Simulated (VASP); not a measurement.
# Te2Pt (Moncheite) in VASP: single point with LDA

Aim: the single point of Te2Pt (Moncheite) with LDA.

All numbers are computed with VASP 6.6.1; they aren't measurements. Logs are shortened: lines on timing, memory, paths and dates and some standing lists are left out, and cuts for length are marked.

### 1 The cell of the first run

The cell holds a slab with vacuum, 3 atoms: a = 3.974 Å, b = 3.974 Å, c = 31.443 Å, α = 90.00°, β = 90.00°, γ = 120.00°.

### 2 Single point, LDA

Contents of INCAR:

```
PREC = Accurate
ENCUT = 400
EDIFF = 1E-6
ISMEAR = 0
SIGMA = 0.02
LREAL = F
LASPH = T
NELM = 120
ALGO = Normal
ISIF = 2
LWAVE = F
LCHARG = F
LDIPOL = T
IDIPOL = 3
DIPOL = 0.5 0.5 0.500
NBANDS = 18
GGA_COMPAT = F
NELMDL = -8
```

Contents of KPOINTS:

```
Automatic mesh
0
Gamma
  9 9 1
```

Contents of POSCAR:

```
Te2Pt
1.0
    3.9737191659      0.0000000000      0.0000000000
   -1.9868595829      3.4413417452      0.0000000000
    0.0000000000      0.0000000000     31.4433619346
Te Pt
2 1
Direct
    0.6666666667      0.3333333333      0.4552066290
    0.3333333333      0.6666666667      0.5447933710
    0.0000000000      0.0000000000      0.5000000000
```

Potentials or basis: VASP PAW LDA potentials, release 64 (Te, Pt).

On the command line:

```
$ cat potpaw_LDA.64/Te/POTCAR potpaw_LDA.64/Pt/POTCAR > POTCAR
$ mpirun -np 1 vasp_std > vasp.out
```

OUTCAR:

```text
PREC = Accurate
   ENCUT = 400
   EDIFF = 1E-6
   ISMEAR = 0
   LREAL = F
   LASPH = T
   NELM = 120
   ISIF = 2
   NELMDL = -8

 ion  position               nearest neighbor table
   1  0.667  0.333  0.455-   3 2.69   3 2.69   3 2.69   2 3.63   2 3.63   2 3.63
   2  0.333  0.667  0.545-   3 2.69   3 2.69   3 2.69   1 3.63   1 3.63   1 3.63
   3  0.000  0.000  0.500-   1 2.69   2 2.69   2 2.69   1 2.69   1 2.69   2 2.69

  LATTYP: Found a hexagonal cell.
 ALAT       =     3.9737191659
 C/A-ratio  =     7.9128294230

  Lattice vectors:

 A1 = (   3.9737191659,   0.0000000000,   0.0000000000)
 A2 = (  -1.9868595829,   3.4413417452,   0.0000000000)
 A3 = (   0.0000000000,   0.0000000000,  31.4433619346)

Analysis of symmetry for initial positions (statically):
=====================================================================
 Subroutine PRICEL returns:
 Original cell was already a primitive cell.

 Routine SETGRP: Setting up the symmetry group for a
 hexagonal supercell.

 Subroutine GETGRP returns: Found 12 space group operations
 (whereof 12 operations were pure point group operations)
 out of a pool of 24 trial point group operations.

The static configuration has the point symmetry D_3d.

Analysis of symmetry for dynamics (positions and initial velocities):
=====================================================================
 Subroutine PRICEL returns:
 Original cell was already a primitive cell.

 Routine SETGRP: Setting up the symmetry group for a
 hexagonal supercell.

 Subroutine GETGRP returns: Found 12 space group operations
 (whereof 12 operations were pure point group operations)
 out of a pool of 24 trial point group operations.

The dynamic configuration has the point symmetry D_3d.

 Subroutine INISYM returns: Found 12 space group operations
 (whereof 12 operations are pure point group operations),
 and found     1 'primitive' translations

----------------------------------------------------------------------------------------

                                     Primitive cell

  volume of cell :     429.9856

  direct lattice vectors                    reciprocal lattice vectors
     3.973719166  0.000000000  0.000000000     0.251653415  0.145292167  0.000000000
    -1.986859583  3.441341745  0.000000000     0.000000000  0.290584334  0.000000000
     0.000000000  0.000000000 31.443361935     0.000000000  0.000000000  0.031803215

  length of vectors
     3.973719166  3.973719166 31.443361935     0.290584334  0.290584334  0.031803215

  position of ions in fractional coordinates (direct lattice)
     0.666666667  0.333333333  0.455206629
     0.333333333  0.666666667  0.544793371
     0.000000000  0.000000000  0.500000000

  ion indices of the primitive-cell ions
   primitive index   ion index
                 1           1
                 2           2
                 3           3

----------------------------------------------------------------------------------------

 KPOINTS: Automatic mesh

Automatic generation of k-mesh.
 Grid dimensions read from file:
 generate k-points for:    9    9    1

 Generating k-lattice:

  Cartesian coordinates                     Fractional coordinates (reciprocal lattice)
     0.027961491  0.016143574  0.000000000     0.111111111  0.000000000  0.000000000
     0.000000000  0.032287148  0.000000000     0.000000000  0.111111111  0.000000000
     0.000000000  0.000000000  0.031803215     0.000000000  0.000000000  1.000000000

  Length of vectors
     0.032287148  0.032287148  0.031803215

  Shift w.r.t. Gamma in fractional coordinates (k-lattice)
     0.000000000  0.000000000  0.000000000

 Subroutine IBZKPT returns following result:
 ===========================================

 Found     12 irreducible k-points:

 Following reciprocal coordinates:
            Coordinates               Weight
  0.000000  0.000000  0.000000      1.000000
  0.111111  0.000000  0.000000      6.000000
  0.222222  0.000000  0.000000      6.000000
  0.333333  0.000000  0.000000      6.000000
  0.444444  0.000000  0.000000      6.000000
  0.111111  0.111111  0.000000      6.000000
  0.222222  0.111111  0.000000     12.000000
  0.333333  0.111111  0.000000     12.000000
  0.444444  0.111111  0.000000      6.000000
  0.222222  0.222222  0.000000      6.000000
  0.333333  0.222222  0.000000     12.000000
  0.333333  0.333333  0.000000      2.000000
   k-points           NKPTS =     12   k-points in BZ     NKDIM =     12   number of bands    NBANDS=     18
   number of dos      NEDOS =    301   number of ions     NIONS =      3
   total plane-waves  NPLWV = 164640
   dimension x,y,z NGX =    28 NGY =   28 NGZ =  210
   dimension x,y,z NGXF=    56 NGYF=   56 NGZF=  420
   ions per type =               2   1
   NGX,Y,Z   is equivalent  to a cutoff of  11.71, 11.71, 11.10 a.u.
   NGXF,Y,Z  is equivalent  to a cutoff of  23.43, 23.43, 22.21 a.u.
 SYSTEM =  unknown system
   PREC   = accura    normal or accurate (medium, high low for compatibility)
   ISTART =      0    job   : 0-new  1-cont  2-samecut
   ICHARG =      2    charge: 1-file 2-atom 10-const
   ISPIN  =      1    spin polarized calculation?
   LNONCOLLINEAR =      F non collinear calculations
   LSORBIT =      F    spin-orbit coupling
   LASPH  =      T    aspherical Exc in radial PAW
   ENCUT  =  400.0 eV  29.40 Ry    5.42 a.u.   6.48  6.48 51.28*2*pi/ulx,y,z
   NELM   =    120;   NELMIN=  2; NELMDL= -8     # of ELM steps
   EDIFF  = 0.1E-05   stopping-criterion for ELM
   LREAL  =      F    real-space projection
   EDIFFG = 0.1E-04   stopping-criterion for IOM
   NSW    =      0    number of steps for IOM
   IBRION =     -1    ionic relax: 0-MD 1-quasi-New 2-CG
   NFREE  =      0    steps in history (QN), initial steepest desc. (CG)
   ISIF   =      2    stress and relaxation
   ISYM   =      2    0-nonsym 1-usesym 2-fastsym
   POTIM  = 0.5000    time-step for ionic-motion
   TEBEG  =    0.0;   TEEND  =   0.0 temperature during run
   PSTRESS=    0.0 pullay stress
   NELECT =      22.0000    total number of electrons
   NUPDOWN=      -1.0000    fix difference up-down
   EMIN   =  10.00;   EMAX   =-10.00  energy-range for DOS
   EFERMI =   0.00;   METHOD = LEGACY
   ISMEAR =     0;   SIGMA  =   0.02  broadening in eV -4-tet -1-fermi 0-gaus
   EFERMI_NEDOS =   21; number of points for ismear=-14 and -15
   IALGO  =     38    algorithm
   IMIX   =      4    mixing-type and parameters
     AMIX     =   0.40;   BMIX     =  1.00
     AMIX_MAG =   1.60;   BMIX_MAG =  1.00
  volume/ion in A,a.u.               =     143.33       967.23
  Fermi-wavevector in a.u.,A,eV,Ry     =   0.607759  1.148497  5.025590  0.369370
  Thomas-Fermi vector in A             =   1.662338
   LORBIT       =      0    0 simple, 1 ext, 2 COOP (PROOUT), +10 PAW based schemes
   GGA     = CA    functional components
   LHFCALC =     F    Hartree Fock is set to
   AEXX    =    0.0000 exact exchange contribution
   IVDW    =     0    specifies the selected vdW correction
   LEPSILON=     F    determine dielectric tensor
   LRPA    =     F    only Hartree local field effects (RPA)
 non-spin polarized calculation
 Gauss-broadening in eV      SIGMA  =   0.02
  energy-cutoff  :      400.00
  volume of cell :      429.99
 maximum number of plane-waves:      7915
 NGX is ok and might be reduce to    28
   NGX = 13   NGY = 13   NGZ =103

 dipolmoment           0.000000      0.000000      0.000000 electrons x Angstroem

 number of electron      22.0000002 magnetization

 dipolmoment           0.000000      0.000000     -0.000000 electrons x Angstroem

 Free energy of the ion-electron system (eV)
  ---------------------------------------------------
  ext. energy  EPLUGINS =         0.00000000
  ---------------------------------------------------
  free energy    TOTEN  =       -15.93003012 eV

  energy without entropy =      -15.93003012  energy(sigma->0) =      -15.93003012

 E-fermi :  -2.5941     XC(G=0):  -2.3238

 val. band max:       -2.6940892697   @ k =   0.0000   0.0000   0.0000
 cond. band min:      -2.0671539794   @ k =   0.2222   0.2222   0.0000
 fundamental gap:      0.6269352904
 Fermi energy:        -2.5941338412

 k-point     1 :       0.0000    0.0000    0.0000
  band No.  band energies     occupation
      1     -15.6820      2.00000
      2     -13.7384      2.00000
      3      -7.9208      2.00000
      4      -7.8548      2.00000
      5      -7.8548      2.00000
      6      -6.1118      2.00000
[... 10 lines left out ...]
     17       2.2395      0.00000
     18       2.6192      0.00000

 k-point     2 :       0.1111    0.0000    0.0000
  band No.  band energies     occupation
      1     -15.5469      2.00000
      2     -13.7294      2.00000
      3      -7.8961      2.00000
      4      -7.7999      2.00000
      5      -7.7924      2.00000
      6      -6.2361      2.00000
[... 10 lines left out ...]
     17       2.4171      0.00000
     18       2.6679      0.00000

 k-point     3 :       0.2222    0.0000    0.0000
  band No.  band energies     occupation
      1     -15.1650      2.00000
      2     -13.7137      2.00000
      3      -7.9426      2.00000
      4      -7.6461      2.00000
      5      -7.4933      2.00000
      6      -6.7427      2.00000
[... 10 lines left out ...]
     17       2.9048      0.00000
     18       3.1036      0.00000

 k-point     4 :       0.3333    0.0000    0.0000
  band No.  band energies     occupation
      1     -14.6227      2.00000
      2     -13.7202      2.00000
      3      -8.2124      2.00000
      4      -7.5324      2.00000
      5      -7.4859      2.00000
      6      -6.8635      2.00000
[... 123 lines left out ...]
      4      -7.7664      2.00000
      5      -7.3000      2.00000
      6      -6.7171      2.00000
[... 10 lines left out ...]
     17       4.0999      0.00000
     18       4.1551      0.00000

 k-point    11 :       0.3333    0.2222    0.0000
  band No.  band energies     occupation
      1     -13.9418      2.00000
      2     -13.7601      2.00000
      3      -8.5440      2.00000
      4      -7.7403      2.00000
      5      -7.3396      2.00000
      6      -6.5613      2.00000
[... 10 lines left out ...]
     17       4.2964      0.00000
     18       4.6037      0.00000

 k-point    12 :       0.3333    0.3333    0.0000
  band No.  band energies     occupation
      1     -13.7805      2.00000
      2     -13.7805      2.00000
      3      -8.3852      2.00000
      4      -7.7831      2.00000
      5      -7.7831      2.00000
      6      -6.4680      2.00000
[... 10 lines left out ...]
     17       4.3809      0.00000
     18       4.7598      0.00000

------------------------ aborting loop because EDIFF is reached ----------------------------------------

 vacuum level on the upper side and lower side of the slab       (xc-potential included)        -0.008        -0.008

  FORCE on cell =-STRESS in cart. coord.  units (eV):
  Direction    XX          YY          ZZ          XY          YZ          ZX
  --------------------------------------------------------------------------------------
  -------------------------------------------------------------------------------------
  Total       -1.8575564     -1.8575564     -1.6278912     -0.0000000      0.0000000     -0.0000000
  in kB       -6.9214749     -6.9214749     -6.0657150     -0.0000000      0.0000000     -0.0000000
  external PRESSURE =      -6.6362216 kB  Pullay stress =       0.0000000 kB

 VOLUME and BASIS-vectors are now :
 -----------------------------------------------------------------------------
  energy-cutoff  :      400.00
  volume of cell :      429.99
      direct lattice vectors                 reciprocal lattice vectors
     3.973719166  0.000000000  0.000000000     0.251653415  0.145292167  0.000000000
    -1.986859583  3.441341745  0.000000000     0.000000000  0.290584334  0.000000000
     0.000000000  0.000000000 31.443361935     0.000000000  0.000000000  0.031803215

 POSITION                                       TOTAL-FORCE (eV/Angst)
 -----------------------------------------------------------------------------------
      1.98686      1.14711     14.31323         0.000000     -0.000000      0.570956
     -0.00000      2.29423     17.13014        -0.000000      0.000000     -0.570956
      0.00000      0.00000     15.72168        -0.000000      0.000000      0.000000
 -----------------------------------------------------------------------------------
    total drift:                                0.000000      0.000000     -0.000000

  FREE ENERGIE OF THE ION-ELECTRON SYSTEM (eV)
  ---------------------------------------------------
  free  energy   TOTEN  =       -15.9300301227 eV

  energy  without entropy=      -15.9300301227  energy(sigma->0) =      -15.93003012

 vacuum level on the upper side and lower side of the slab         2.225         2.225
```

It took 69 s on 1 thread of Intel Xeon 6975P-C (Granite Rapids), shared host; peak memory 0.34 GiB.

Results:

```
Free energy            : -15.9300 eV
Largest force          : 0.571 eV/Å
Band gap on the k mesh : 0.63 eV, indirect (least direct gap 1.09 eV)
```

Forces in eV/Å, atoms in the order of the input:
```
Te   0.000  0.000  0.571
Te   0.000  0.000 -0.571
Pt   0.000  0.000  0.000
```

Levels at points of the mesh, in eV from the valence-band top:
```csv
k point,band 9,band 10,band 11,band 12,band 13,band 14
"(0.00, 0.00, 0.00)",-0.83,0.00,0.00,2.34,2.34,3.80
```

Caveat: spin-orbit coupling is left out, which moves the levels of the heavy elements.
